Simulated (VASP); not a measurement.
# ZnO (Fm-3m) in VASP: further runs

Runs on ZnO. Level: PBE. Tasks: single point, relaxation of cell and atoms.

Program: VASP 6.6.1. These are calculated values, not measurements. Logs are shortened: lines on timing, memory, paths and dates and some standing lists are left out, and cuts for length are marked.

## (1) The cell of the first run

It takes space group Fm-3m (No. 225, cubic). Conventional cell: a = 4.280 Å, b = 4.280 Å, c = 4.280 Å, α = 90.00°, β = 90.00°, γ = 90.00°. Within 2.8 Å of Zn (site symmetry m-3m) lie 6 O at 2.14 Å. Within 2.8 Å of O (site symmetry m-3m) lie 6 Zn at 2.14 Å.

## (2) Single point, PBE

INCAR reads:

```
PREC = Accurate ; ENCUT = 600
EDIFF = 1E-6 ; ISMEAR = 0
SIGMA = 0.1 ; LREAL = False
LASPH = True ; NELM = 120
ALGO = Normal ; ISIF = 2
LWAVE = False ; LCHARG = False
GGA = PE ; NBANDS = 16
GGA_COMPAT = False
```

KPOINTS reads:

```
regular mesh
0
Gamma
  8 8 8
```

POSCAR reads:

```
ZnO
1.0
    0.0000000000      2.1400000000      2.1400000000
    2.1400000000      0.0000000000      2.1400000000
    2.1400000000      2.1400000000      0.0000000000
Zn O
1 1
Direct
    0.0000000000      0.0000000000      0.0000000000
    0.5000000000      0.5000000000      0.5000000000
```

Potentials or basis: VASP PAW PBE potentials, release 64 (Zn, O).

On the command line:

```bash
$ cat potpaw_PBE.64/Zn/POTCAR potpaw_PBE.64/O/POTCAR > POTCAR
$ mpirun -np 1 vasp_std > vasp.out
```

OUTCAR:

```text
PREC = Accurate
   ENCUT = 600
   EDIFF = 1E-6
   ISMEAR = 0
   LREAL = False
   LASPH = True
   NELM = 120
   ISIF = 2
   GGA = PE

 ion  position               nearest neighbor table
   1  0.000  0.000  0.000-   2 2.14   2 2.14   2 2.14   2 2.14   2 2.14   2 2.14
   2  0.500  0.500  0.500-   1 2.14   1 2.14   1 2.14   1 2.14   1 2.14   1 2.14

  LATTYP: Found a face centered cubic cell.
 ALAT       =     4.2800000000

  Lattice vectors:

 A1 = (   0.0000000000,   2.1400000000,   2.1400000000)
 A2 = (   2.1400000000,   0.0000000000,   2.1400000000)
 A3 = (   2.1400000000,   2.1400000000,   0.0000000000)

Analysis of symmetry for initial positions (statically):
=====================================================================
 Subroutine PRICEL returns:
 Original cell was already a primitive cell.

 Routine SETGRP: Setting up the symmetry group for a
 face centered cubic supercell.

 Subroutine GETGRP returns: Found 48 space group operations
 (whereof 48 operations were pure point group operations)
 out of a pool of 48 trial point group operations.

The static configuration has the point symmetry O_h .

Analysis of symmetry for dynamics (positions and initial velocities):
=====================================================================
 Subroutine PRICEL returns:
 Original cell was already a primitive cell.

 Routine SETGRP: Setting up the symmetry group for a
 face centered cubic supercell.

 Subroutine GETGRP returns: Found 48 space group operations
 (whereof 48 operations were pure point group operations)
 out of a pool of 48 trial point group operations.

The dynamic configuration has the point symmetry O_h .

 Subroutine INISYM returns: Found 48 space group operations
 (whereof 48 operations are pure point group operations),
 and found     1 'primitive' translations

----------------------------------------------------------------------------------------

                                     Primitive cell

  volume of cell :      19.6007

  direct lattice vectors                    reciprocal lattice vectors
     0.000000000  2.140000000  2.140000000    -0.233644860  0.233644860  0.233644860
     2.140000000  0.000000000  2.140000000     0.233644860 -0.233644860  0.233644860
     2.140000000  2.140000000  0.000000000     0.233644860  0.233644860 -0.233644860

  length of vectors
     3.026417023  3.026417023  3.026417023     0.404684768  0.404684768  0.404684768

  position of ions in fractional coordinates (direct lattice)
     0.000000000  0.000000000  0.000000000
     0.500000000  0.500000000  0.500000000

  ion indices of the primitive-cell ions
   primitive index   ion index
                 1           1
                 2           2

----------------------------------------------------------------------------------------

 KPOINTS: regular mesh

Automatic generation of k-mesh.
 Grid dimensions read from file:
 generate k-points for:    8    8    8

 Generating k-lattice:

  Cartesian coordinates                     Fractional coordinates (reciprocal lattice)
    -0.029205607  0.029205607  0.029205607     0.125000000  0.000000000  0.000000000
     0.029205607 -0.029205607  0.029205607     0.000000000  0.125000000  0.000000000
     0.029205607  0.029205607 -0.029205607     0.000000000  0.000000000  0.125000000

  Length of vectors
     0.050585596  0.050585596  0.050585596

  Shift w.r.t. Gamma in fractional coordinates (k-lattice)
     0.000000000  0.000000000  0.000000000

 Subroutine IBZKPT returns following result:
 ===========================================

 Found     29 irreducible k-points:

 Following reciprocal coordinates:
            Coordinates               Weight
  0.000000  0.000000  0.000000      1.000000
  0.125000  0.000000  0.000000      8.000000
  0.250000  0.000000  0.000000      8.000000
  0.375000  0.000000  0.000000      8.000000
  0.500000  0.000000  0.000000      4.000000
  0.125000  0.125000  0.000000      6.000000
[... 16 lines left out ...]
  0.500000  0.250000  0.125000     48.000000
 -0.375000  0.250000  0.125000     24.000000
 [... further k-points ...]
   k-points           NKPTS =     29   k-points in BZ     NKDIM =     29   number of bands    NBANDS=     16
   number of dos      NEDOS =    301   number of ions     NIONS =      2
   total plane-waves  NPLWV =  13824
   dimension x,y,z NGX =    24 NGY =   24 NGZ =   24
   dimension x,y,z NGXF=    48 NGYF=   48 NGZF=   48
   ions per type =               1   1
   NGX,Y,Z   is equivalent  to a cutoff of  13.18, 13.18, 13.18 a.u.
   NGXF,Y,Z  is equivalent  to a cutoff of  26.37, 26.37, 26.37 a.u.
 SYSTEM =  unknown system
   PREC   = accura    normal or accurate (medium, high low for compatibility)
   ISTART =      0    job   : 0-new  1-cont  2-samecut
   ICHARG =      2    charge: 1-file 2-atom 10-const
   ISPIN  =      1    spin polarized calculation?
   LNONCOLLINEAR =      F non collinear calculations
   LSORBIT =      F    spin-orbit coupling
   LASPH  =      T    aspherical Exc in radial PAW
   ENCUT  =  600.0 eV  44.10 Ry    6.64 a.u.   6.04  6.04  6.04*2*pi/ulx,y,z
   NELM   =    120;   NELMIN=  2; NELMDL= -5     # of ELM steps
   EDIFF  = 0.1E-05   stopping-criterion for ELM
   LREAL  =      F    real-space projection
   EDIFFG = 0.1E-04   stopping-criterion for IOM
   NSW    =      0    number of steps for IOM
   IBRION =     -1    ionic relax: 0-MD 1-quasi-New 2-CG
   NFREE  =      0    steps in history (QN), initial steepest desc. (CG)
   ISIF   =      2    stress and relaxation
   ISYM   =      2    0-nonsym 1-usesym 2-fastsym
   POTIM  = 0.5000    time-step for ionic-motion
   TEBEG  =    0.0;   TEEND  =   0.0 temperature during run
   PSTRESS=    0.0 pullay stress
   NELECT =      18.0000    total number of electrons
   NUPDOWN=      -1.0000    fix difference up-down
   EMIN   =  10.00;   EMAX   =-10.00  energy-range for DOS
   EFERMI =   0.00;   METHOD = LEGACY
   ISMEAR =     0;   SIGMA  =   0.10  broadening in eV -4-tet -1-fermi 0-gaus
   EFERMI_NEDOS =   21; number of points for ismear=-14 and -15
   IALGO  =     38    algorithm
   IMIX   =      4    mixing-type and parameters
     AMIX     =   0.40;   BMIX     =  1.00
     AMIX_MAG =   1.60;   BMIX_MAG =  1.00
  volume/ion in A,a.u.               =       9.80        66.14
  Fermi-wavevector in a.u.,A,eV,Ry     =   1.591263  3.007051 34.451545  2.532117
  Thomas-Fermi vector in A             =   2.689830
   LORBIT       =      0    0 simple, 1 ext, 2 COOP (PROOUT), +10 PAW based schemes
   GGA     = PE    functional components
   LHFCALC =     F    Hartree Fock is set to
   AEXX    =    0.0000 exact exchange contribution
   IVDW    =     0    specifies the selected vdW correction
   LEPSILON=     F    determine dielectric tensor
   LRPA    =     F    only Hartree local field effects (RPA)
 non-spin polarized calculation
 Gauss-broadening in eV      SIGMA  =   0.10
  energy-cutoff  :      600.00
  volume of cell :       19.60
 maximum number of plane-waves:       666
   NGX = 13   NGY = 13   NGZ = 13

 number of electron      18.0000008 magnetization

 Free energy of the ion-electron system (eV)
  ---------------------------------------------------
  ext. energy  EPLUGINS =         0.00000000
  ---------------------------------------------------
  free energy    TOTEN  =        -8.61545408 eV

  energy without entropy =       -8.61545408  energy(sigma->0) =       -8.61545408

 E-fermi :   3.2202     XC(G=0): -12.2937

 val. band max:        2.7333499861   @ k =   0.5000   0.0000   0.0000
 cond. band min:       3.6101158769   @ k =   0.0000   0.0000   0.0000
 fundamental gap:      0.8767658908
 Fermi energy:         3.2201928569

 k-point     1 :       0.0000    0.0000    0.0000
  band No.  band energies     occupation
      1     -15.8618      2.00000
      2      -2.1245      2.00000
      3      -2.1245      2.00000
      4      -2.1245      2.00000
      5      -1.9093      2.00000
      6      -1.9093      2.00000
[... 8 lines left out ...]
     15      22.1314      0.00000
     16      22.1314      0.00000

 k-point     2 :       0.1250    0.0000    0.0000
  band No.  band energies     occupation
      1     -15.6913      2.00000
      2      -2.2634      2.00000
      3      -2.1843      2.00000
      4      -2.1843      2.00000
      5      -2.0076      2.00000
      6      -2.0076      2.00000
[... 8 lines left out ...]
     15      22.4112      0.00000
     16      22.4112      0.00000

 k-point     3 :       0.2500    0.0000    0.0000
  band No.  band energies     occupation
      1     -15.2447      2.00000
      2      -3.0155      2.00000
      3      -2.5869      2.00000
      4      -2.5869      2.00000
      5      -1.8970      2.00000
      6      -1.8970      2.00000
[... 8 lines left out ...]
     15      23.7398      0.00000
     16      23.7398      0.00000

 k-point     4 :       0.3750    0.0000    0.0000
  band No.  band energies     occupation
      1     -14.7339      2.00000
      2      -4.1463      2.00000
      3      -2.9390      2.00000
      4      -2.9390      2.00000
      5      -1.7585      2.00000
      6      -1.7585      2.00000
[... 8 lines left out ...]
     15      25.8061      0.00000
     16      25.8061      0.00000
[... 324 lines left out ...]
 k-point    22 :       0.3750    0.2500    0.1250
  band No.  band energies     occupation
      1     -14.9461      2.00000
      2      -3.4395      2.00000
      3      -2.5752      2.00000
      4      -2.5113      2.00000
      5      -1.9418      2.00000
      6      -1.7171      2.00000
[... 8 lines left out ...]
     15      26.9031      0.00000
     16      27.1068      0.00000

 k-point    23 :       0.5000    0.2500    0.1250
  band No.  band energies     occupation
      1     -14.5641      2.00000
      2      -3.8007      2.00000
      3      -2.8866      2.00000
      4      -2.7138      2.00000
      5      -1.8176      2.00000
      6      -1.6583      2.00000
[... 8 lines left out ...]
     15      26.0928      0.00000
     16      28.2338      0.00000

 k-point    24 :      -0.3750    0.2500    0.1250
  band No.  band energies     occupation
      1     -14.3942      2.00000
      2      -3.9593      2.00000
      3      -2.9605      2.00000
      4      -2.8718      2.00000
      5      -1.7178      2.00000
      6      -1.6953      2.00000
[... 8 lines left out ...]
     15      24.3278      0.00000
     16      29.0307      0.00000

 [... further k-points ...]
[... 5 lines left out ...]
  --------------------------------------------------------------------------------------
  -------------------------------------------------------------------------------------
  Total        0.8690429      0.8690429      0.8690429      0.0000000      0.0000000      0.0000000
  in kB       71.0363249     71.0363249     71.0363249      0.0000000      0.0000000      0.0000000
  external PRESSURE =      71.0363249 kB  Pullay stress =       0.0000000 kB

 VOLUME and BASIS-vectors are now :
 -----------------------------------------------------------------------------
  energy-cutoff  :      600.00
  volume of cell :       19.60
      direct lattice vectors                 reciprocal lattice vectors
     0.000000000  2.140000000  2.140000000    -0.233644860  0.233644860  0.233644860
     2.140000000  0.000000000  2.140000000     0.233644860 -0.233644860  0.233644860
     2.140000000  2.140000000  0.000000000     0.233644860  0.233644860 -0.233644860

 POSITION                                       TOTAL-FORCE (eV/Angst)
 -----------------------------------------------------------------------------------
      0.00000      0.00000      0.00000         0.000000      0.000000      0.000000
      2.14000      2.14000      2.14000        -0.000000     -0.000000     -0.000000
 -----------------------------------------------------------------------------------
    total drift:                                0.000000     -0.000000     -0.000000

  FREE ENERGIE OF THE ION-ELECTRON SYSTEM (eV)
  ---------------------------------------------------
  free  energy   TOTEN  =        -8.6154540752 eV

  energy  without entropy=       -8.6154540751  energy(sigma->0) =       -8.61545408
```

Wall time 7.3 s (1 thread of Intel Xeon Platinum 8259CL at 2.50GHz (Skylake/Cascade Lake), shared host); peak memory 0.14 GiB.

What came out:

```
Free energy            : -8.6155 eV
Pressure               : 7.1 GPa
Band gap on the k mesh : 0.88 eV (least direct gap 2.24 eV)
```

Caveat: the cell stands under pressure. A k mesh can miss the band edges.

## (3) Single point, PBE

This run uses another cell than the first one, of 10.13 Å³/atom.

INCAR reads:

```
SYSTEM = ZnO
PREC = Accurate
ENCUT = 600
EDIFF = 1E-6
ISMEAR = 0
SIGMA = 0.1
LREAL = .FALSE.
LASPH = .TRUE.
NELM = 120
ALGO = Normal
ISIF = 2
LWAVE = .FALSE.
LCHARG = .FALSE.
GGA = PE
NBANDS = 16
GGA_COMPAT = .FALSE.
```

KPOINTS reads:

```
regular mesh
0
G
  8 8 8
  0 0 0
```

POSCAR reads:

```
ZnO
1.0
    0.0000000000      2.1634041867      2.1634041867
    2.1634041867      0.0000000000      2.1634041867
    2.1634041867      2.1634041867      0.0000000000
Zn O
1 1
Direct
    0.0000000000      0.0000000000      0.0000000000
    0.5000000000      0.5000000000      0.5000000000
```

Potentials or basis: VASP PAW PBE potentials, release 64 (Zn, O).

On the command line:

```bash
$ cat potpaw_PBE.64/Zn/POTCAR potpaw_PBE.64/O/POTCAR > POTCAR
$ mpirun -np 1 vasp_std > vasp.out
```

Wall time 7.2 s (1 thread of Intel Xeon Platinum 8259CL at 2.50GHz (Skylake/Cascade Lake), shared host); peak memory 0.14 GiB.

The run converged. Its results:

```yaml
Free_energy: -8.6333 eV
Pressure: 1.1 GPa
Band_gap_on_the_k_mesh: 0.73 eV (least direct gap 1.98 eV)
```

Levels at points of the mesh, in eV from the valence-band top:
```tsv
k point	band 6	band 7	band 8	band 9	band 10	band 11	band 12	band 13
(0.00, 0.00, 0.00)	-4.60	-1.25	-1.25	-1.25	0.73	17.79	17.79	17.79
(0.50, 0.00, 0.00)	-4.41	-3.58	0.00	0.00	5.39	8.80	12.64	12.64
(0.50, 0.50, 0.00)	-4.31	-4.03	-2.62	-2.62	4.07	10.47	11.21	15.08
```

Caveat: semilocal functionals underestimate gaps, and a narrow one can read as zero. A k mesh can miss the band edges.

## (4) Relaxation of cell and atoms, PBE

INCAR reads:

```
PREC = Accurate
ENCUT = 600
EDIFF = 1E-7
ISMEAR = 0
SIGMA = 0.1
LREAL = False
LASPH = True
NELM = 120
ALGO = Normal
ISIF = 3
LWAVE = False
LCHARG = False
GGA = PE
IBRION = 2
NSW = 60
EDIFFG = -0.04
GGA_COMPAT = False
NELMIN = 4
```

KPOINTS reads:

```
Automatic mesh
0
Gamma
  8 8 8
```

POSCAR reads:

```
ZnO
1.0
    0.0000000000      2.1400000000      2.1400000000
    2.1400000000      0.0000000000      2.1400000000
    2.1400000000      2.1400000000      0.0000000000
Zn O
1 1
Direct
    0.0000000000      0.0000000000      0.0000000000
    0.5000000000      0.5000000000      0.5000000000
```

On the command line:

```bash
$ cat potpaw_PBE.64/Zn/POTCAR potpaw_PBE.64/O/POTCAR > POTCAR
$ mpirun -np 1 vasp_std > vasp.out
```

Wall time 17 s (1 thread of Intel Xeon Platinum 8259CL at 2.50GHz (Skylake/Cascade Lake), shared host); peak memory 0.14 GiB.

Results (log left out):

- Free energy: -8.6323 eV
- Relaxed volume: 10.19 Å³/atom
- Relaxed cell: a = 3.066 Å, b = 3.066 Å, c = 3.066 Å, α = 60.00°, β = 60.00°, γ = 60.00°
- Space group after relaxing (to 0.1 Å): Fm-3m (No. 225)
- Energy gained by relaxing: 8.4 meV/atom
- Ionic steps: 3
- Pressure after relaxing: 0.0 GPa
- Band gap on the k mesh: 0.70 eV (least direct gap 1.93 eV)

Step by step:
| step | energy change (eV) | largest force (eV/Å) | pressure (GPa) | volume (Å³) |
| --- | --- | --- | --- | --- |
| 1 | 0.0000 | 0.0000 | 7.14 | 19.60 |
| 2 | -0.0113 | 0.0000 | -3.62 | 20.87 |
| 3 | -0.0169 | 0.0000 | 0.01 | 20.39 |

Final structure:
```
Zn O
1.0
     0.00000    2.16825    2.16825
     2.16825    0.00000    2.16825
     2.16825    2.16825    0.00000
Zn O
1 1
Direct
  0.00000 0.00000 0.00000
  0.50000 0.50000 0.50000
```

Levels at points of the mesh, in eV from the valence-band top:
```
           k point  band 7  band 8  band 9  band 10  band 11  band 12
(0.00, 0.00, 0.00)   -1.22   -1.22   -1.22     0.70    17.75    17.75
(0.50, 0.00, 0.00)   -3.58    0.00    0.00     5.38     8.74    12.61
(0.50, 0.50, 0.00)   -4.03   -2.59   -2.59     4.04    10.43    11.20
```

Caveat: semilocal functionals underestimate gaps, and a narrow one can read as zero.

## (5) Overview

| task | cell | gap on the mesh (eV) | pressure (GPa) |
| --- | --- | --- | --- |
| single point | a = 3.026 Å, angles 60.0°, 2 atoms | 0.88 | 7.1 |
| single point | a = 3.060 Å, angles 60.0°, 2 atoms | 0.73 | 1.1 |
| relaxation of cell and atoms | relaxed from a = 3.026 Å, angles 60.0°, 2 atoms | 0.70 | 0.0 |

Alike in all rows: level PBE; potentials or basis VASP PAW PBE potentials, release 64 (Zn, O); no spin polarisation; k mesh 8 × 8 × 8; cutoff (eV) 600; smearing gaussian 0.1 eV.

Caveats: semilocal functionals underestimate gaps, and a narrow one can read as zero (at least some runs); the cell stands under pressure (at least some runs).

Total energies depend on the potentials used, so only differences within one code and one set of settings carry meaning.
